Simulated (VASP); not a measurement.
# HfN (Fm-3m) in VASP: further runs, part 2 of 2

VASP 6.6.1. Earlier steps stand in the parts before.

## Step 4: Single point, PBE+D3(BJ)

This run uses another cell than the first one, of 11.52 Å³/atom, 1.010 times its volume.

INCAR reads:

```
SYSTEM = HfN
ALGO = Normal ; EDIFF = 1E-6
ENCUT = 520 ; GGA = PE
ISIF = 2 ; ISMEAR = -1
IVDW = 12 ; LASPH = .TRUE.
LCHARG = .TRUE. ; LELF = .TRUE.
LREAL = .FALSE. ; LVHAR = .TRUE.
LWAVE = .FALSE. ; NBANDS = 14
NELM = 100 ; PREC = Accurate
SIGMA = 0.1
```

KPOINTS reads:

```
k-points
0
G
  11 11 11
  0 0 0
```

POSCAR reads:

```
HfN
1.0
    0.0000000000      2.2587448122      2.2587448122
    2.2587448122      0.0000000000      2.2587448122
    2.2587448122      2.2587448122      0.0000000000
Hf N
1 1
Direct
    0.0000000000      0.0000000000      0.0000000000
    0.5000000000      0.5000000000      0.5000000000
```

Potentials or basis: VASP PAW PBE potentials, release 64 (Hf_pv, N).

The run is started by

```
$ cat potpaw_PBE.64/Hf_pv/POTCAR potpaw_PBE.64/N/POTCAR > POTCAR
$ mpirun -np 1 vasp_std > vasp.out
```

OUTCAR:

```text
SYSTEM = HfN
   EDIFF = 1E-6
   ENCUT = 520
   GGA = PE
   ISIF = 2
   ISMEAR = -1
   IVDW = 12
   LASPH = .TRUE.
   LREAL = .FALSE.
   NELM = 100
   PREC = Accurate
 IVDW          = 12

 ion  position               nearest neighbor table
   1  0.000  0.000  0.000-   2 2.26   2 2.26   2 2.26   2 2.26   2 2.26   2 2.26
   2  0.500  0.500  0.500-   1 2.26   1 2.26   1 2.26   1 2.26   1 2.26   1 2.26

  LATTYP: Found a face centered cubic cell.
 ALAT       =     4.5174896244

  Lattice vectors:

 A1 = (   0.0000000000,   2.2587448122,   2.2587448122)
 A2 = (   2.2587448122,   0.0000000000,   2.2587448122)
 A3 = (   2.2587448122,   2.2587448122,   0.0000000000)

Analysis of symmetry for initial positions (statically):
=====================================================================
 Subroutine PRICEL returns:
 Original cell was already a primitive cell.

 Routine SETGRP: Setting up the symmetry group for a
 face centered cubic supercell.

 Subroutine GETGRP returns: Found 48 space group operations
 (whereof 48 operations were pure point group operations)
 out of a pool of 48 trial point group operations.

The static configuration has the point symmetry O_h .
[... 175 lines left out ...]
      7       5.3602      2.00000
      8       8.0417      1.91308
      9       8.0417      1.91308
     10       8.0417      1.91308
     11      10.1880      0.00000
     12      10.3580      0.00000
     13      10.3580      0.00000
     14      17.9528      0.00000
[... 377 lines left out ...]
      1     -23.3031      2.00000
      2     -22.9618      2.00000
      3     -22.7983      2.00000
      4      -7.6081      2.00000
      5       1.4083      2.00000
      6       2.8560      2.00000
      7       3.5994      2.00000
      8       9.2354      0.00029
      9       9.4581      0.00003
     10      11.4622      0.00000
     11      11.6431      0.00000
     12      14.5814      0.00000
     13      15.5666      0.00000
     14      20.5968      0.00000

 [... further k-points ...]

------------------------ aborting loop because EDIFF is reached ----------------------------------------

 Edisp (eV)   -0.77265

 E8    (eV) :    -0.3625

  FORCE on cell =-STRESS in cart. coord.  units (eV):
  Direction    XX          YY          ZZ          XY          YZ          ZX
  --------------------------------------------------------------------------------------
  -------------------------------------------------------------------------------------
  Total      -0.34309    -0.34309    -0.34309     0.00000     0.00000     0.00000
  in kB     -23.85019   -23.85019   -23.85019     0.00000     0.00000     0.00000
  external pressure =      -23.85 kB  Pullay stress =        0.00 kB

 VOLUME and BASIS-vectors are now :
 -----------------------------------------------------------------------------
  energy-cutoff  :      520.00
  volume of cell :       23.05
      direct lattice vectors                 reciprocal lattice vectors
     0.000000000  2.258744812  2.258744812    -0.221361881  0.221361881  0.221361881
     2.258744812  0.000000000  2.258744812     0.221361881 -0.221361881  0.221361881
     2.258744812  2.258744812  0.000000000     0.221361881  0.221361881 -0.221361881

 POSITION                                       TOTAL-FORCE (eV/Angst)
 -----------------------------------------------------------------------------------
      0.00000      0.00000      0.00000         0.000000      0.000000      0.000000
      2.25874      2.25874      2.25874        -0.000000     -0.000000     -0.000000
 -----------------------------------------------------------------------------------
    total drift:                                0.000000     -0.000000     -0.000000

  FREE ENERGIE OF THE ION-ELECTRON SYSTEM (eV)
  ---------------------------------------------------
  free  energy   TOTEN  =       -22.5334830659 eV

  energy  without entropy=      -22.5108502901  energy(sigma->0) =      -22.52216668
```

OSZICAR:

```text
N       E                     dE             d eps       ncg     rms          rms(c)
DAV:   1     0.390288768541E+02    0.39029E+02   -0.78994E+03  1568   0.102E+03
DAV:   2    -0.227610438550E+02   -0.61790E+02   -0.57834E+02  2068   0.236E+02
DAV:   3    -0.247618029310E+02   -0.20008E+01   -0.19945E+01  1804   0.356E+01
DAV:   4    -0.247691468239E+02   -0.73439E-02   -0.73431E-02  1838   0.246E+00
DAV:   5    -0.247691938639E+02   -0.47040E-04   -0.47040E-04  1820   0.172E-01    0.491E+01
DAV:   6    -0.218639182545E+02    0.29053E+01   -0.82454E+00  1718   0.222E+01    0.417E+01
DAV:   7    -0.217882503453E+02    0.75668E-01   -0.46751E-01  1964   0.603E+00    0.266E+01
DAV:   8    -0.217665010380E+02    0.21749E-01   -0.10682E-01  1808   0.283E+00    0.600E+00
DAV:   9    -0.217609442291E+02    0.55568E-02   -0.15260E-02  1772   0.998E-01    0.197E+00
DAV:  10    -0.217608640330E+02    0.80196E-04   -0.10608E-03  2084   0.316E-01    0.454E-01
DAV:  11    -0.217608304162E+02    0.33617E-04   -0.74005E-05  1904   0.856E-02    0.110E-01
DAV:  12    -0.217608286131E+02    0.18031E-05   -0.78737E-06  2050   0.239E-02    0.192E-02
DAV:  13    -0.217608283720E+02    0.24112E-06   -0.19568E-07  1084   0.456E-03
   1 F= -.22533483E+02 E0= -.22522167E+02  d E =-.226328E-01
```

It took 5.9 s on 1 thread of Intel Xeon 6975P-C (Granite Rapids), shared host; peak memory 0.16 GiB.

What came out:

| Property | Result |
| --- | --- |
| Free energy | -22.5335 eV |
| Pressure | -2.4 GPa |
| Dispersion energy per atom | -0.386 eV |

Levels at points of the mesh, in eV from the Fermi level:
```tsv
k point	band 5	band 6	band 7	band 8	band 9	band 10	band 11	band 12
(0.00, 0.00, 0.00)	-2.99	-2.99	-2.99	-0.31	-0.31	-0.31	1.84	2.01
```

Caveat: spin-orbit coupling is left out, which moves the levels of the heavy elements; pairwise dispersion overbinds metals, which lowers pressure and volume.

## Step 5: The runs side by side

| level | cell | gap on the mesh (eV) | pressure (GPa) |
| --- | --- | --- | --- |
| PBEsol | a = 3.184 Å, angles 60.0°, 2 atoms | none | -2.2 |
| revPBE+D3(BJ) | a = 3.189 Å, angles 60.0°, 2 atoms | none | -2.5 |
| PBE+D3(BJ) | a = 3.194 Å, angles 60.0°, 2 atoms | none | -2.4 |

Alike in all rows: task single point; potentials or basis VASP PAW PBE potentials, release 64 (Hf_pv, N); no spin polarisation; k mesh 11 × 11 × 11; cutoff (eV) 520; smearing fermi-dirac 0.1 eV.

Caveats: spin-orbit coupling is left out, which moves the levels of the heavy elements; the PAW data sets were made with another functional, which shifts forces and pressure a little (some runs); pairwise dispersion overbinds metals, which lowers pressure and volume (some runs).

Total energies depend on the potentials used, so only differences within one code and one set of settings carry meaning.
